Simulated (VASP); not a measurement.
Wanted: the native input for a VASP 6.6.1 run.

```
Task                   : single point
Functional             : PBE
Potentials or basis    : VASP PAW PBE potentials, release 64 (C)
Cutoff                 : 600 eV
k mesh                 : 13 × 13 × 13
Occupations            : gaussian, width 0.01 eV
Spin                   : no spin polarisation
Dipole correction      : no
Further INCAR settings : ALGO = Normal; EDIFF = 1e-06; NBANDS = 11
```

The structure of C lies in POSCAR:

```
C
1.0
    0.0000000000      1.7833700000      1.7833700000
    1.7833700000      0.0000000000      1.7833700000
    1.7833700000      1.7833700000      0.0000000000
C
2
Direct
    0.2500000000      0.2500000000      0.2500000000
    1.0000000000      1.0000000000      1.0000000000
```

One way to write it, as run:

INCAR

```
PREC = Accurate
ENCUT = 600
EDIFF = 1E-6
ISMEAR = 0
SIGMA = 0.01
LREAL = False
LASPH = True
NELM = 120
ALGO = Normal
ISIF = 2
LWAVE = False
LCHARG = False
GGA = PE
NBANDS = 11
GGA_COMPAT = False
```

KPOINTS

```
regular mesh
0
Gamma
  13 13 13
```

Potentials or basis: VASP PAW PBE potentials, release 64 (C).

Run with:

```bash
$ cat potpaw_PBE.64/C/POTCAR > POTCAR
$ mpirun -np 1 vasp_std > vasp.out
```

It gave:

- Pressure: 1.8 GPa
- Band gap on the k mesh: 4.14 eV (least direct gap 5.59 eV)

Caveat: an odd mesh through Γ misses points on the zone boundary, where band edges can lie.

Run time: 16 s on 1 thread of AMD EPYC 7R43 64-Core Processor (Zen 3) (shared host), peak memory 0.08 GiB.
